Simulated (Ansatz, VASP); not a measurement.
# KI: VASP beside Ansatz

File INCAR:

```
SYSTEM = KI
PREC     = Accurate       ! precision mode
ENCUT    = 520            ! plane-wave cutoff, eV
EDIFF    = 1E-7           ! SCF threshold, eV
ISMEAR   = 0              ! smearing method
SIGMA    = 0.01           ! smearing width, eV
LREAL    = .FALSE.        ! projectors in reciprocal space
LASPH    = .TRUE.         ! aspherical terms in the spheres
NELM     = 100            ! most SCF steps
ALGO     = Normal         ! electronic algorithm
ISIF     = 2              ! what is computed and relaxed
LWAVE    = .FALSE.        ! write WAVECAR
LCHARG   = .FALSE.        ! write CHGCAR
GGA      = PE             ! functional
NBANDS   = 24             ! bands
```

The input KPOINTS:

```
regular mesh
0
G
  6 6 4
  0 0 0
```

POSCAR

```
KI
1.0
    6.0295760230      0.0000000000      0.0000000000
   -3.0147880115      5.2217660099      0.0000000000
    0.0000000000      0.0000000000      7.0456085740
K I
2 2
Direct
    0.3333333333      0.6666666667     -0.0625007815
    0.6666666667      0.3333333333      0.4374992185
    0.3333333333      0.6666666667      0.4375007815
    0.6666666667      0.3333333333      0.9375007815
```

Input for Ansatz:

```yaml
crystal:
  lattice:
    - [6.029576023, 0.0, 0.0]
    - [-3.0147880115, 5.2217660099, 0.0]
    - [0.0, 0.0, 7.045608574]
  atoms:
    - { symbol: K, position: [0.3333333333, 0.6666666667, -0.0625007815] }
    - { symbol: K, position: [0.6666666667, 0.3333333333, 0.4374992185] }
    - { symbol: I, position: [0.3333333333, 0.6666666667, 0.4375007815] }
    - { symbol: I, position: [0.6666666667, 0.3333333333, 0.9375007815] }
kpoints:
  mp_grid: { grid: [6, 6, 4] }
hamiltonian:
  xc: pbe
scf:
  occupations: { method: fixed }
  n_extra_bands: 5
output:
  forces: true
  stress: true
  eigenvalues: true
```

Alike in both runs: task single point; functional PBE; k mesh 6 × 6 × 4; no spin polarisation.

```csv
,VASP,Ansatz
version,VASP 6.6.1,Ansatz 0.2.0
potentials or method,"VASP PAW PBE potentials, release 64 (K_sv, I)","plane waves, PAW"
plane-wave cutoff (eV),520,420
occupations,"gaussian, width 0.01 eV",fixed
valence electrons in the cell,32,52
```

|  | VASP | Ansatz | Ansatz less VASP |
| --- | --- | --- | --- |
| gap on the k mesh at the Fermi level (eV) | 3.79 | 3.79 | +0.004 |
| pressure (GPa) | 0.3 | 0.3 | -0.02 |

VASP's potentials hold 32 valence electrons a cell and Ansatz's 52, so a difference there can come from the potentials and not from the codes. Ansatz's warnings: structure snapped to symmetry.

Spin-orbit coupling is off throughout.
